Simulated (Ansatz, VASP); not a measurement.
**One calculation of Ti2Os, two programs**

```
Ti Os
1.0
     0.00000    3.02246    3.02246
     3.02246    0.00000    3.02246
     3.02246    3.02246    0.00000
Ti Os
2 1
Cartesian
  1.5112 1.5112 1.5112
  4.5337 4.5337 4.5337
  0.0000 0.0000 0.0000
```

Alike in both runs: functional PBE; k mesh 14 × 14 × 14; occupations gaussian, width 0.1 eV; no spin polarisation.

Ansatz relaxed the structure, and its values are those at the end. VASP's run is a single point on that final structure, the one shown.

|  | VASP | Ansatz |
| --- | --- | --- |
| version | VASP 6.6.1 | Ansatz 0.2.0 |
| potentials or method | VASP PAW PBE potentials, release 64 (Ti_sv, Os), cutoff 520 eV | scalar-relativistic, plane waves, PAW |
| valence electrons in the cell | 32 | 40 |

|  | VASP | Ansatz | Ansatz less VASP |
| --- | --- | --- | --- |
| gap on the k mesh at the Fermi level (eV) | none | none | - |
| pressure (GPa) | -0.1 | 0.0 | +0.15 |

A gap of «none» marks a metal or a gap that the smearing closes. VASP's potentials hold 32 valence electrons a cell and Ansatz's 40, so a difference there can come from the potentials and not from the codes.

Spin-orbit coupling is off throughout.
